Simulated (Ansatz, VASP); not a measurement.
**Cd3AgF: VASP beside Ansatz**

INCAR

```
SYSTEM = Cd3AgF
ALGO = Normal
EDIFF = 1E-7
ENCUT = 520
GGA = PE
ISIF = 2
ISMEAR = 0
LASPH = .TRUE.
LCHARG = .FALSE.
LREAL = .FALSE.
LWAVE = .FALSE.
NBANDS = 35
NELM = 80
PREC = Accurate
SIGMA = 0.1
```

The input KPOINTS:

```
k-points
0
G
  4 4 4
  0 0 0
```

POSCAR

```
Cd3AgF
1.0
    3.2983399500     -3.4410584100      0.0000000000
    3.2983399500      3.4410584100      0.0000000000
    0.0000000000      0.0000000000      4.5393577100
Cd Ag F
3 1 1
Direct
    0.2273944200      0.2273944200      0.5000000000
    0.7726055800      0.7726055800      0.5000000000
    0.0000000000      0.0000000000      0.0000000000
    0.5000000000      0.5000000000      0.0000000000
    0.0000000000      0.0000000000      0.5000000000
```

Input for Ansatz:

```yaml
crystal:
  lattice:
    - [3.29833995, -3.44105841, 0.0]
    - [3.29833995, 3.44105841, 0.0]
    - [0.0, 0.0, 4.53935771]
  atoms:
    - { symbol: Cd, position: [0.22739442, 0.22739442, 0.5] }
    - { symbol: Cd, position: [0.77260558, 0.77260558, 0.5] }
    - { symbol: Cd, position: [0.0, 0.0, 0.0] }
    - { symbol: Ag, position: [0.5, 0.5, 0.0] }
    - { symbol: F, position: [0.0, 0.0, 0.5] }
basis:
  ecutwfc: 420
kpoints:
  mp_grid: { grid: [4, 4, 4] }
hamiltonian:
  xc: pbe
scf:
  occupations: { method: gaussian, width: 0.1 }
  lower_state_search: "off"
output:
  forces: true
  stress: true
  eigenvalues: true
```

Alike in both runs: task single point; functional PBE; k mesh 4 × 4 × 4; occupations gaussian, width 0.1 eV; no spin polarisation.

|  | VASP | Ansatz |
| --- | --- | --- |
| version | VASP 6.6.1 | Ansatz 0.2.0 |
| potentials or method | VASP PAW PBE potentials, release 64 (Cd, Ag, F), cutoff 520 eV | scalar-relativistic, plane waves, PAW |
| valence electrons in the cell | 54 | 86 |

```tsv
	VASP	Ansatz	Ansatz less VASP
gap on the k mesh at the Fermi level (eV)	none	none	-
rms of the force components (eV/Å)	15.107	13.942	-1.1651
```

Atom by atom the forces differ by 1.165 eV/Å (rms over components). A gap of «none» marks a metal or a gap that the smearing closes. VASP's potentials hold 54 valence electrons a cell and Ansatz's 86, so a difference there can come from the potentials and not from the codes.
